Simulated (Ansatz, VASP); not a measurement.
B16HN15 in VASP and in Ansatz

```
B N H
1.0
    -3.62411    3.62411   -3.62411
     3.62411    3.62411    3.62411
     3.62411   -3.62411   -3.62411
B N H
16 15 1
Direct
  0.99329 0.98940 0.99278
  0.00812 0.24915 0.75124
  0.99736 0.50113 0.50495
  0.00593 0.75313 0.25485
  0.25347 0.99713 0.74484
  0.22543 0.24917 0.48098
  0.25306 0.50890 0.25252
  0.25538 0.75314 0.00542
  0.54010 0.03506 0.53959
  0.48140 0.24914 0.22488
  0.50548 0.50116 0.99687
  0.50196 0.74520 0.75089
  0.74538 0.99715 0.25295
  0.75177 0.24917 0.00765
  0.75418 0.46325 0.75369
  0.75140 0.74518 0.50142
  0.99158 0.99581 0.24468
  0.00274 0.24915 0.00223
  0.01108 0.49990 0.75803
  0.00211 0.74914 0.50158
  0.24516 0.99579 0.99097
  0.26044 0.24914 0.74231
  0.24492 0.50250 0.49801
  0.26163 0.76875 0.26110
  0.50780 0.99841 0.75983
  0.49854 0.50253 0.24435
  0.50212 0.74915 0.00159
  0.76034 0.99839 0.50726
  0.74285 0.24913 0.25992
  0.75856 0.49992 0.01058
  0.74203 0.72957 0.74151
  0.39352 0.24916 0.39278
```

Alike in both runs: task single point; functional PBE; k mesh 1 × 1 × 1; occupations fermi-dirac, width 0.01 eV; no spin polarisation.

```csv
,VASP,Ansatz
version,VASP 6.6.1,Ansatz 0.2.0
potentials or method,"VASP PAW PBE potentials, release 64 (B, N, H), cutoff 520 eV",plane-wave PAW DFT
valence electrons in the cell,124,124
```

VASP gave:

```
gap on the k mesh at the Fermi level (eV) : 2.00
rms of the force components (eV/Å)        : 0.152
```

**Question.** Estimate Ansatz's values.

**Answer.** gap on the k mesh at the Fermi level (eV): 2.00; rms of the force components (eV/Å): 0.151.

With one functional, cell and mesh, what is left measures potentials, basis and numerics.
